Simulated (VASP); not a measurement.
# V (I4/mmm) in VASP: notebook

Runs on V. Level: PBEsol. Tasks: single point.

All numbers are computed with VASP 6.6.1; they aren't measurements. Logs are shortened: lines on timing, memory, paths and dates and some standing lists are left out, and cuts for length are marked.

## 1. The cell of the first run

The structure is tetragonal, space group I4/mmm (No. 139). The conventional cell has a = 3.117 Å, b = 3.117 Å, c = 3.026 Å, α = 90.00°, β = 90.00°, γ = 90.00°. V (site symmetry 4/mmm) has 14 V at 2.67 to 3.12 Å within 3.5 Å.

## 2. Single point, PBEsol (strain +0.030 along x and y, +0.000 along z)

Contents of INCAR:

```
SYSTEM = V
ALGO     = Fast           ! electronic algorithm
EDIFF    = 1E-7           ! SCF threshold, eV
ENCUT    = 520            ! plane-wave cutoff, eV
GGA      = PS             ! functional
ISIF     = 2              ! what is computed and relaxed
ISMEAR   = 0              ! smearing method
LASPH    = .TRUE.         ! aspherical terms in the spheres
LCHARG   = .TRUE.         ! write CHGCAR
LELF     = .TRUE.         ! ELF
LREAL    = .FALSE.        ! projectors in reciprocal space
LVHAR    = .TRUE.       
LWAVE    = .FALSE.        ! write WAVECAR
NBANDS   = 12             ! bands
NELM     = 100            ! most SCF steps
PREC     = Accurate       ! precision mode
SIGMA    = 0.15           ! smearing width, eV
```

Contents of KPOINTS:

```
k-points
0
G
  22 22 22
  0 0 0
```

Contents of POSCAR:

```
V
1.0
   -1.5583900000      1.5583900000      1.5130000000
    1.5583900000     -1.5583900000      1.5130000000
    1.5583900000      1.5583900000     -1.5130000000
V
1
Direct
    0.0000000000      0.0000000000      0.0000000000
```

Potentials or basis: VASP PAW PBE potentials, release 64 (V_sv).

Launch:

```
$ cat potpaw_PBE.64/V_sv/POTCAR > POTCAR
$ mpirun -np 1 vasp_std > vasp.out
```

OUTCAR:

```text
SYSTEM = V
   EDIFF = 1E-7
   ENCUT = 520
   GGA = PS
   ISIF = 2
   ISMEAR = 0
   LASPH = .TRUE.
   LREAL = .FALSE.
   NELM = 100
   PREC = Accurate

 ion  position               nearest neighbor table
   1  0.000  0.000  0.000-

  LATTYP: Found a body centered tetragonal cell.
 ALAT       =     3.1167800000
 C/A-ratio  =     0.9708737864

  Lattice vectors:

 A1 = (  -1.5583900000,   1.5583900000,   1.5130000000)
 A2 = (   1.5583900000,  -1.5583900000,   1.5130000000)
 A3 = (   1.5583900000,   1.5583900000,  -1.5130000000)

Analysis of symmetry for initial positions (statically):
=====================================================================
 Subroutine PRICEL returns:
 Original cell was already a primitive cell.

 Routine SETGRP: Setting up the symmetry group for a
 body centered tetragonal supercell.

 Subroutine GETGRP returns: Found 16 space group operations
 (whereof 16 operations were pure point group operations)
 out of a pool of 16 trial point group operations.

The static configuration has the point symmetry D_4h.

Analysis of symmetry for dynamics (positions and initial velocities):
=====================================================================
 Subroutine PRICEL returns:
 Original cell was already a primitive cell.

 Routine SETGRP: Setting up the symmetry group for a
 body centered tetragonal supercell.

 Subroutine GETGRP returns: Found 16 space group operations
 (whereof 16 operations were pure point group operations)
 out of a pool of 16 trial point group operations.

The dynamic configuration has the point symmetry D_4h.

 Subroutine INISYM returns: Found 16 space group operations
 (whereof 16 operations are pure point group operations),
 and found     1 'primitive' translations

----------------------------------------------------------------------------------------

                                     Primitive cell

  volume of cell :      14.6978

  direct lattice vectors                    reciprocal lattice vectors
    -1.558390000  1.558390000  1.513000000     0.000000000  0.320843948  0.330469266
     1.558390000 -1.558390000  1.513000000     0.320843948  0.000000000  0.330469266
     1.558390000  1.558390000 -1.513000000     0.320843948  0.320843948  0.000000000

  length of vectors
     2.673261638  2.673261638  2.673261638     0.460598279  0.460598279  0.453741863

  position of ions in fractional coordinates (direct lattice)
     0.000000000  0.000000000  0.000000000

  ion indices of the primitive-cell ions
   primitive index   ion index
                 1           1

----------------------------------------------------------------------------------------

 KPOINTS: k-points

Automatic generation of k-mesh.
 Grid dimensions read from file:
 generate k-points for:   22   22   22

 Generating k-lattice:

  Cartesian coordinates                     Fractional coordinates (reciprocal lattice)
     0.000000000  0.014583816  0.015021330     0.045454545  0.000000000  0.000000000
     0.014583816  0.000000000  0.015021330     0.000000000  0.045454545  0.000000000
     0.014583816  0.014583816  0.000000000     0.000000000  0.000000000  0.045454545

  Length of vectors
     0.020936285  0.020936285  0.020624630

  Shift w.r.t. Gamma in fractional coordinates (k-lattice)
     0.000000000  0.000000000  0.000000000

 Subroutine IBZKPT returns following result:
 ===========================================

 Found    834 irreducible k-points:

 Following reciprocal coordinates:
            Coordinates               Weight
  0.000000  0.000000  0.000000      1.000000
  0.045455  0.000000 -0.000000      8.000000
  0.090909  0.000000 -0.000000      8.000000
  0.136364  0.000000  0.000000      8.000000
  0.181818  0.000000  0.000000      8.000000
  0.227273 -0.000000  0.000000      8.000000
[... 16 lines left out ...]
  0.500000  0.045455  0.000000     16.000000
 -0.454545  0.045455  0.000000     16.000000
 [... further k-points ...]
   k-points           NKPTS =    834   k-points in BZ     NKDIM =    834   number of bands    NBANDS=     12
   number of dos      NEDOS =    301   number of ions     NIONS =      1
   total plane-waves  NPLWV =   8000
   dimension x,y,z NGX =    20 NGY =   20 NGZ =   20
   dimension x,y,z NGXF=    40 NGYF=   40 NGZF=   40
   ions per type =               1
   NGX,Y,Z   is equivalent  to a cutoff of  12.44, 12.44, 12.44 a.u.
   NGXF,Y,Z  is equivalent  to a cutoff of  24.88, 24.88, 24.88 a.u.
 SYSTEM =  V
   PREC   = accura    normal or accurate (medium, high low for compatibility)
   ISTART =      0    job   : 0-new  1-cont  2-samecut
   ICHARG =      2    charge: 1-file 2-atom 10-const
   ISPIN  =      1    spin polarized calculation?
   LNONCOLLINEAR =      F non collinear calculations
   LSORBIT =      F    spin-orbit coupling
   LASPH  =      T    aspherical Exc in radial PAW
   ENCUT  =  520.0 eV  38.22 Ry    6.18 a.u.   4.97  4.97  4.97*2*pi/ulx,y,z
   NELM   =    100;   NELMIN=  2; NELMDL= -5     # of ELM steps
   EDIFF  = 0.1E-06   stopping-criterion for ELM
   LREAL  =      F    real-space projection
   EDIFFG = 0.1E-05   stopping-criterion for IOM
   NSW    =      0    number of steps for IOM
   IBRION =     -1    ionic relax: 0-MD 1-quasi-New 2-CG
   NFREE  =      0    steps in history (QN), initial steepest desc. (CG)
   ISIF   =      2    stress and relaxation
   ISYM   =      2    0-nonsym 1-usesym 2-fastsym
   POTIM  = 0.5000    time-step for ionic-motion
   TEBEG  =    0.0;   TEEND  =   0.0 temperature during run
   PSTRESS=    0.0 pullay stress
   NELECT =      13.0000    total number of electrons
   NUPDOWN=      -1.0000    fix difference up-down
   EMIN   =  10.00;   EMAX   =-10.00  energy-range for DOS
   EFERMI =   0.00;   METHOD = LEGACY
   ISMEAR =     0;   SIGMA  =   0.15  broadening in eV -4-tet -1-fermi 0-gaus
   EFERMI_NEDOS =   21; number of points for ismear=-14 and -15
   IALGO  =     68    algorithm
   IMIX   =      4    mixing-type and parameters
     AMIX     =   0.40;   BMIX     =  1.00
     AMIX_MAG =   1.60;   BMIX_MAG =  1.00
  volume/ion in A,a.u.               =      14.70        99.19
  Fermi-wavevector in a.u.,A,eV,Ry     =   1.571468  2.969644 33.599746  2.469512
  Thomas-Fermi vector in A             =   2.673047
   LORBIT       =      0    0 simple, 1 ext, 2 COOP (PROOUT), +10 PAW based schemes
   GGA     = PS    functional components
   LHFCALC =     F    Hartree Fock is set to
   AEXX    =    0.0000 exact exchange contribution
   IVDW    =     0    specifies the selected vdW correction
   LEPSILON=     F    determine dielectric tensor
   LRPA    =     F    only Hartree local field effects (RPA)
 non-spin polarized calculation
 RMM-DIIS sequential band-by-band and
 Gauss-broadening in eV      SIGMA  =   0.15
  energy-cutoff  :      520.00
  volume of cell :       14.70
 maximum number of plane-waves:       410
   NGX =  9   NGY =  9   NGZ =  9

 number of electron      13.0000008 magnetization

 Free energy of the ion-electron system (eV)
  ---------------------------------------------------
  ext. energy  EPLUGINS =         0.00000000
  ---------------------------------------------------
  free energy    TOTEN  =        -9.52640099 eV

  energy without entropy =       -9.50364781  energy(sigma->0) =       -9.51502440

 E-fermi :   8.5256     XC(G=0): -12.5857

 val. band max:        8.5233462247   @ k =  -0.2273   0.1364   0.0455
 cond. band min:       8.5295289451   @ k =  -0.3636   0.4545   0.1364
 fundamental gap:      0.0061827204
 Fermi energy:         8.5255838804

 k-point     1 :       0.0000    0.0000    0.0000
  band No.  band energies     occupation
      1     -55.0689      2.00000
      2     -28.5938      2.00000
      3     -28.5936      2.00000
      4     -28.5936      2.00000
      5       2.1279      2.00000
      6       8.7708      0.02076
      7       8.9838      0.00002
      8       8.9838      0.00002
      9      10.5722      0.00000
     10      10.8143      0.00000
     11      28.1340      0.00000
     12      28.1354      0.00000

 k-point     2 :       0.0455    0.0000   -0.0000
  band No.  band energies     occupation
      1     -55.0660      2.00000
      2     -28.6082      2.00000
      3     -28.5982      2.00000
      4     -28.5939      2.00000
      5       2.2063      2.00000
      6       8.7752      0.01860
      7       8.9762      0.00002
      8       9.0002      0.00001
      9      10.5672      0.00000
     10      10.7869      0.00000
     11      28.0464      0.00000
     12      28.1917      0.00000

 k-point     3 :       0.0909    0.0000   -0.0000
  band No.  band energies     occupation
      1     -55.0576      2.00000
      2     -28.6503      2.00000
      3     -28.6117      2.00000
      4     -28.5945      2.00000
      5       2.4379      2.00000
      6       8.7243      0.06094
      7       8.9459      0.00007
      8       9.1149      0.00000
      9      10.5434      0.00000
     10      10.7311      0.00000
     11      27.6617      0.00000
     12      28.3414      0.00000
[... 286 lines left out ...]
 k-point    23 :       0.5000    0.0455    0.0000
  band No.  band energies     occupation
      1     -54.9256      2.00000
      2     -29.2732      2.00000
      3     -28.8201      2.00000
      4     -28.6096      2.00000
      5       5.6568      2.00000
      6       7.4742      2.00000
      7       9.7296      0.00000
      8      10.7166      0.00000
      9      11.1629      0.00000
     10      12.3167      0.00000
     11      17.8196      0.00000
     12      23.5781      0.00000

 k-point    24 :      -0.4545    0.0455    0.0000
  band No.  band energies     occupation
      1     -54.9314      2.00000
      2     -29.2469      2.00000
      3     -28.8110      2.00000
      4     -28.6089      2.00000
      5       5.6255      2.00000
      6       7.5247      2.00000
      7       9.4027      0.00000
      8      10.7145      0.00000
      9      11.0935      0.00000
     10      12.1257      0.00000
     11      18.4434      0.00000
     12      23.7696      0.00000

 [... further k-points ...]

------------------------ aborting loop because EDIFF is reached ----------------------------------------

  FORCE on cell =-STRESS in cart. coord.  units (eV):
  Direction    XX          YY          ZZ          XY          YZ          ZX
  --------------------------------------------------------------------------------------
  -------------------------------------------------------------------------------------
  Total       -1.8472194     -1.8472194     -1.5872290      0.0000000      0.0000000     -0.0000000
  in kB     -201.3621501   -201.3621501   -173.0210566      0.0000000      0.0000000     -0.0000000
  external PRESSURE =    -191.9151189 kB  Pullay stress =       0.0000000 kB

 VOLUME and BASIS-vectors are now :
 -----------------------------------------------------------------------------
  energy-cutoff  :      520.00
  volume of cell :       14.70
      direct lattice vectors                 reciprocal lattice vectors
    -1.558390000  1.558390000  1.513000000     0.000000000  0.320843948  0.330469266
     1.558390000 -1.558390000  1.513000000     0.320843948  0.000000000  0.330469266
     1.558390000  1.558390000 -1.513000000     0.320843948  0.320843948  0.000000000

 POSITION                                       TOTAL-FORCE (eV/Angst)
 -----------------------------------------------------------------------------------
      0.00000      0.00000      0.00000         0.000000     -0.000000      0.000000
 -----------------------------------------------------------------------------------
    total drift:                                0.000000     -0.000000      0.000000

  FREE ENERGIE OF THE ION-ELECTRON SYSTEM (eV)
  ---------------------------------------------------
  free  energy   TOTEN  =        -9.5264009862 eV

  energy  without entropy=       -9.5036478143  energy(sigma->0) =       -9.51502440
```

Wall time 2.6 min (1 thread of Intel Xeon 8259CL, shared host); peak memory 0.25 GiB.

Results:

* Free energy: -9.5264 eV
* Pressure: -19.2 GPa
* Band gap on the k mesh: zero (an odd number of electrons rules out a gap without spin polarisation)

Stress tensor (GPa, compression positive):
```
-20.14   0.00   0.00
  0.00 -20.14   0.00
  0.00   0.00 -17.30
```

Caveat: the cell differs from its parent crystal (strain +0.030 along x and y, +0.000 along z); the cell stands under tension; the PAW data sets were made with another functional, which shifts forces and pressure a little.

## 3. Single point, PBEsol (strain +0.015 along x and y, +0.030 along z)

Contents of INCAR:

```
  PREC = Accurate
  ENCUT = 520
  EDIFF = 1E-6
  ISMEAR = 0
  SIGMA = 0.15
  LREAL = F
  LASPH = T
  NELM = 80
  ALGO = Fast
  ISIF = 2
  LWAVE = F
  LCHARG = F
  GGA = PS
  NBANDS = 12
```

Contents of KPOINTS:

```
Automatic mesh
0
Gamma
  22 22 22
```

Contents of POSCAR:

```
V
1.0
   -1.5356950000      1.5356950000      1.5583900000
    1.5356950000     -1.5356950000      1.5583900000
    1.5356950000      1.5356950000     -1.5583900000
V
1
Direct
    0.0000000000      0.0000000000      0.0000000000
```

Potentials or basis: VASP PAW PBE potentials, release 64 (V_sv).

Launch:

```
$ cat potpaw_PBE.64/V_sv/POTCAR > POTCAR
$ mpirun -np 1 vasp_std > vasp.out
```

Run time: 2.2 min. Hardware: 1 thread of Intel Xeon 8259CL, shared host; peak memory 0.25 GiB.

Results (log left out):

```yaml
Free_energy: -9.5280 eV
Pressure: -19.3 GPa
Band_gap_on_the_k_mesh: zero (an odd number of electrons rules out a gap without spin polarisation)
```

Stress tensor (GPa, compression positive):
```
-18.84   0.00   0.00
  0.00 -18.84   0.00
  0.00   0.00 -20.28
```

Levels at points of the mesh, in eV from the Fermi level:
| k point | band 5 | band 6 | band 7 | band 8 | band 9 | band 10 |
| --- | --- | --- | --- | --- | --- | --- |
| (0.00, 0.00, 0.00) | -6.39 | 0.35 | 0.35 | 0.45 | 2.12 | 2.23 |
| (0.50, 0.00, 0.00) | -2.90 | -0.94 | 1.33 | 2.11 | 2.47 | 3.67 |
| (0.50, 0.50, 0.00) | -2.91 | -1.07 | 1.44 | 2.24 | 2.52 | 3.69 |
| (0.50, 0.50, 0.50) | -2.65 | -2.61 | 3.32 | 3.34 | 3.34 | 9.08 |

Caveat: the cell differs from its parent crystal (strain +0.015 along x and y, +0.030 along z); the cell stands under tension; the PAW data sets were made with another functional, which shifts forces and pressure a little.

## 4. Single point, PBEsol (strain +0.030 along x and y, +0.015 along z)

Contents of INCAR:

```
PREC = Accurate ; ENCUT = 520
EDIFF = 1E-6 ; ISMEAR = 0
SIGMA = 0.15 ; LREAL = False
LASPH = True ; NELM = 60
ALGO = Fast ; ISIF = 2
LWAVE = False ; LCHARG = False
GGA = PS ; NBANDS = 12
```

Contents of KPOINTS:

```
regular mesh
0
Gamma
  22 22 22
```

Contents of POSCAR:

```
V
1.0
   -1.5583900000      1.5583900000      1.5356950000
    1.5583900000     -1.5583900000      1.5356950000
    1.5583900000      1.5583900000     -1.5356950000
V
1
Direct
    0.0000000000      0.0000000000      0.0000000000
```

Launch:

```
$ cat potpaw_PBE.64/V_sv/POTCAR > POTCAR
$ mpirun -np 1 vasp_std > vasp.out
```

Run time: 2.2 min. Hardware: 1 thread of Intel Xeon 8259CL, shared host; peak memory 0.25 GiB.

It converged, with:

```
Free energy            : -9.5007 eV
Pressure               : -21.0 GPa
Band gap on the k mesh : zero (an odd number of electrons rules out a gap without spin polarisation)
```

Stress tensor (GPa, compression positive):
```
-21.42   0.00   0.00
  0.00 -21.42   0.00
  0.00   0.00 -20.05
```

Levels at points of the mesh, in eV from the Fermi level:
```
           k point  band 5  band 6  band 7  band 8  band 9  band 10
(0.00, 0.00, 0.00)   -6.36    0.31    0.41    0.41    2.08     2.19
(0.50, 0.00, 0.00)   -2.86   -1.00    1.36    2.15    2.46     3.61
(0.50, 0.50, 0.00)   -2.86   -0.88    1.25    2.04    2.40     3.60
(0.50, 0.50, 0.50)   -2.59   -2.56    3.26    3.26    3.29     9.11
```

Caveat: the cell differs from its parent crystal (strain +0.030 along x and y, +0.015 along z); the cell stands under tension; the PAW data sets were made with another functional, which shifts forces and pressure a little.

## 5. Overview

| cell | further INCAR settings | gap on the mesh (eV) | pressure (GPa) |
| --- | --- | --- | --- |
| a = 2.673 Å, angles 108.7, 108.7, 111.1°, 1 atom | ALGO = Fast; EDIFF = 1e-07; NBANDS = 12 | none | -19.2 |
| a = 2.673 Å, angles 109.9, 109.9, 108.7°, 1 atom | ALGO = Fast; EDIFF = 1e-06; NBANDS = 12 | none | -19.3 |
| a = 2.686 Å, angles 109.1, 109.1, 110.3°, 1 atom | ALGO = Fast; EDIFF = 1e-06; NBANDS = 12 | none | -21.0 |

Alike in all rows: task single point; level PBEsol; potentials or basis VASP PAW PBE potentials, release 64 (V_sv); no spin polarisation; k mesh 22 × 22 × 22; cutoff (eV) 520; smearing gaussian 0.15 eV.

Caveats: the cell stands under tension; the PAW data sets were made with another functional, which shifts forces and pressure a little.

Total energies depend on the potentials used, so only differences within one code and one set of settings carry meaning.
